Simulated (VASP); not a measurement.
# Nb (Im-3m) in VASP: a series of runs, part 2 of 2

VASP 6.6.1. Earlier steps stand in the parts before.

## 3. Electric field gradients, PBE (volume scaled by 1.025)

Input file INCAR:

```
  PREC = Accurate
  ENCUT = 520
  EDIFF = 1E-8
  ISMEAR = -1
  SIGMA = 0.03
  LREAL = False
  LASPH = True
  NELM = 100
  ALGO = Normal
  ISIF = 2
  LWAVE = False
  LCHARG = False
  GGA = PE
  LEFG = True
  NBANDS = 12
```

Input file KPOINTS:

```
regular mesh
0
Gamma
  15 15 15
```

Input file POSCAR:

```
Nb
1.0
   -1.6777022765      1.6777022765      1.6777022765
    1.6777022765     -1.6777022765      1.6777022765
    1.6777022765      1.6777022765     -1.6777022765
Nb
1
Direct
    0.0000000000      0.0000000000      0.0000000000
```

Potentials or basis: VASP PAW PBE potentials, release 64 (Nb_sv).

Started as:

```bash
> cat potpaw_PBE.64/Nb_sv/POTCAR > POTCAR
> mpirun -np 1 vasp_std > vasp.out
```

OUTCAR:

```text
PREC = Accurate
   ENCUT = 520
   EDIFF = 1E-8
   ISMEAR = -1
   LREAL = False
   LASPH = True
   NELM = 100
   ISIF = 2
   GGA = PE

 ion  position               nearest neighbor table
   1  0.000  0.000  0.000-

  LATTYP: Found a body centered cubic cell.
 ALAT       =     3.3554045530

  Lattice vectors:

 A1 = (  -1.6777022765,   1.6777022765,   1.6777022765)
 A2 = (   1.6777022765,  -1.6777022765,   1.6777022765)
 A3 = (   1.6777022765,   1.6777022765,  -1.6777022765)

Analysis of symmetry for initial positions (statically):
=====================================================================
 Subroutine PRICEL returns:
 Original cell was already a primitive cell.

 Routine SETGRP: Setting up the symmetry group for a
 body centered cubic supercell.

 Subroutine GETGRP returns: Found 48 space group operations
 (whereof 48 operations were pure point group operations)
 out of a pool of 48 trial point group operations.

The static configuration has the point symmetry O_h .

Analysis of symmetry for dynamics (positions and initial velocities):
=====================================================================
 Subroutine PRICEL returns:
 Original cell was already a primitive cell.

 Routine SETGRP: Setting up the symmetry group for a
 body centered cubic supercell.

 Subroutine GETGRP returns: Found 48 space group operations
 (whereof 48 operations were pure point group operations)
 out of a pool of 48 trial point group operations.

The dynamic configuration has the point symmetry O_h .

 Subroutine INISYM returns: Found 48 space group operations
 (whereof 48 operations are pure point group operations),
 and found     1 'primitive' translations

----------------------------------------------------------------------------------------

                                     Primitive cell

  volume of cell :      18.8888

  direct lattice vectors                    reciprocal lattice vectors
    -1.677702277  1.677702277  1.677702277     0.000000000  0.298026656  0.298026656
     1.677702277 -1.677702277  1.677702277     0.298026656  0.000000000  0.298026656
     1.677702277  1.677702277 -1.677702277     0.298026656  0.298026656  0.000000000

  length of vectors
     2.905865583  2.905865583  2.905865583     0.421473340  0.421473340  0.421473340

  position of ions in fractional coordinates (direct lattice)
     0.000000000  0.000000000  0.000000000

  ion indices of the primitive-cell ions
   primitive index   ion index
                 1           1

----------------------------------------------------------------------------------------

 KPOINTS: regular mesh

Automatic generation of k-mesh.
 Grid dimensions read from file:
 generate k-points for:   15   15   15

 Generating k-lattice:

[... 64 lines left out ...]
   NSW    =      0    number of steps for IOM
   IBRION =     -1    ionic relax: 0-MD 1-quasi-New 2-CG
   NFREE  =      0    steps in history (QN), initial steepest desc. (CG)
   ISIF   =      2    stress and relaxation
   ISYM   =      2    0-nonsym 1-usesym 2-fastsym
   POTIM  = 0.5000    time-step for ionic-motion
   TEBEG  =    0.0;   TEEND  =   0.0 temperature during run
   PSTRESS=    0.0 pullay stress
   NELECT =      13.0000    total number of electrons
   NUPDOWN=      -1.0000    fix difference up-down
   EMIN   =  10.00;   EMAX   =-10.00  energy-range for DOS
   EFERMI =   0.00;   METHOD = LEGACY
   ISMEAR =    -1;   SIGMA  =   0.03  broadening in eV -4-tet -1-fermi 0-gaus
   EFERMI_NEDOS =   21; number of points for ismear=-14 and -15
   IALGO  =     38    algorithm
   IMIX   =      4    mixing-type and parameters
     AMIX     =   0.40;   BMIX     =  1.00
     AMIX_MAG =   1.60;   BMIX_MAG =  1.00
  volume/ion in A,a.u.               =      18.89       127.47
  Fermi-wavevector in a.u.,A,eV,Ry     =   1.445399  2.731408 28.424993  2.089178
  Thomas-Fermi vector in A             =   2.563585
   LORBIT       =      0    0 simple, 1 ext, 2 COOP (PROOUT), +10 PAW based schemes
   GGA     = PE    functional components
   LHFCALC =     F    Hartree Fock is set to
   AEXX    =    0.0000 exact exchange contribution
   IVDW    =     0    specifies the selected vdW correction
   LEPSILON=     F    determine dielectric tensor
   LRPA    =     F    only Hartree local field effects (RPA)
 non-spin polarized calculation
  energy-cutoff  :      520.00
  volume of cell :       18.89
 maximum number of plane-waves:       531
 NGX is ok and might be reduce to    24
   NGX = 11   NGY = 11   NGZ = 11

 number of electron      12.9999999 magnetization

 Free energy of the ion-electron system (eV)
  ---------------------------------------------------
  ext. energy  EPLUGINS =         0.00000000
  ---------------------------------------------------
  free energy    TOTEN  =       -10.20120035 eV

  energy without entropy =      -10.19563951  energy(sigma->0) =      -10.19841993

 E-fermi :  10.5437     XC(G=0): -12.2571

 val. band max:       10.5429050504   @ k =  -0.4000  -0.4667   0.2000
 cond. band min:      10.5669717867   @ k =  -0.2667   0.3333   0.1333
 fundamental gap:      0.0240667363
 Fermi energy:        10.5437140990

 k-point     1 :       0.0000    0.0000    0.0000
  band No.  band energies     occupation
      1     -43.9120      2.00000
      2     -19.3030      2.00000
      3     -19.3030      2.00000
      4     -19.3030      2.00000
      5       4.6754      2.00000
      6      10.9023      0.00001
      7      10.9023      0.00001
      8      10.9023      0.00001
      9      13.6567      0.00000
     10      13.6567      0.00000
     11      24.6125      0.00000
     12      24.6125      0.00000
[... 331 lines left out ...]
 k-point    24 :       0.4000    0.2000    0.0000
  band No.  band energies     occupation
      1     -43.6941      2.00000
      2     -20.3294      2.00000
      3     -19.8437      2.00000
      4     -19.4223      2.00000
      5       7.9292      2.00000
      6       9.2039      2.00000
      7      10.7793      0.00078
      8      13.5307      0.00000
      9      14.5847      0.00000
     10      18.5196      0.00000
     11      20.8273      0.00000
     12      22.9476      0.00000

 [... further k-points ...]
[... 5 lines left out ...]
  --------------------------------------------------------------------------------------
  -------------------------------------------------------------------------------------
  Total       -0.7774893     -0.7774893     -0.7774893      0.0000000      0.0000000     -0.0000000
  in kB      -65.9478068    -65.9478068    -65.9478068      0.0000000      0.0000000     -0.0000000
  external PRESSURE =     -65.9478068 kB  Pullay stress =       0.0000000 kB

 VOLUME and BASIS-vectors are now :
 -----------------------------------------------------------------------------
  energy-cutoff  :      520.00
  volume of cell :       18.89
      direct lattice vectors                 reciprocal lattice vectors
    -1.677702277  1.677702277  1.677702277     0.000000000  0.298026656  0.298026656
     1.677702277 -1.677702277  1.677702277     0.298026656  0.000000000  0.298026656
     1.677702277  1.677702277 -1.677702277     0.298026656  0.298026656  0.000000000

 POSITION                                       TOTAL-FORCE (eV/Angst)
 -----------------------------------------------------------------------------------
      0.00000      0.00000      0.00000        -0.000000      0.000000      0.000000
 -----------------------------------------------------------------------------------
    total drift:                                0.000000      0.000000      0.000000

  FREE ENERGIE OF THE ION-ELECTRON SYSTEM (eV)
  ---------------------------------------------------
  free  energy   TOTEN  =       -10.2012003491 eV

  energy  without entropy=      -10.1956395116  energy(sigma->0) =      -10.19841993

 Electric field gradients (V/A^2)
---------------------------------------------------------------------
 ion       V_xx      V_yy      V_zz      V_xy      V_xz      V_yz
---------------------------------------------------------------------
   1      -0.000     0.000    -0.000     0.000     0.000     0.000
---------------------------------------------------------------------

 Electric field gradients after diagonalization (V/A^2)
 (convention: |V_zz| > |V_xx| > |V_yy|)
----------------------------------------------------------------------
 ion       V_xx      V_yy      V_zz     asymmetry (V_yy - V_xx)/ V_zz
----------------------------------------------------------------------
   1      -0.000    -0.000     0.000       0.000
----------------------------------------------------------------------

           NMR quadrupolar parameters

 Cq : quadrupolar parameter    Cq=e*Q*V_zz/h
 eta: asymmetry parameters     (V_yy - V_xx)/ V_zz
 Q  : nuclear electric quadrupole moment in mb (millibarn)
----------------------------------------------------------------------
 ion       Cq(MHz)       eta       Q (mb)
----------------------------------------------------------------------
   1       0.000       0.000       1.000
----------------------------------------------------------------------
```

stdout:

```text
POSCAR found type information on POSCAR Nb
 POSCAR found :  1 types and       1 ions
 scaLAPACK will be used
 LDA part: xc-table for (Slater+PW92), standard interpolation
 POSCAR, INCAR and KPOINTS ok, starting setup
 FFT: planning ... GRIDC
 FFT: planning ... GRID_SOFT
 FFT: planning ... GRID
 WAVECAR not read
 entering main loop
ion   1
```

Wall time 26 s (1 thread of Intel Xeon Platinum 8259CL at 2.50GHz (Skylake/Cascade Lake), shared host); peak memory 0.15 GiB.

What came out:

```yaml
Free_energy: -10.2012 eV
Pressure: -6.6 GPa
```

Caveat: without QUAD_EFG the Cq values of the log hold for a quadrupole moment of 1 mb, not for the nuclei.
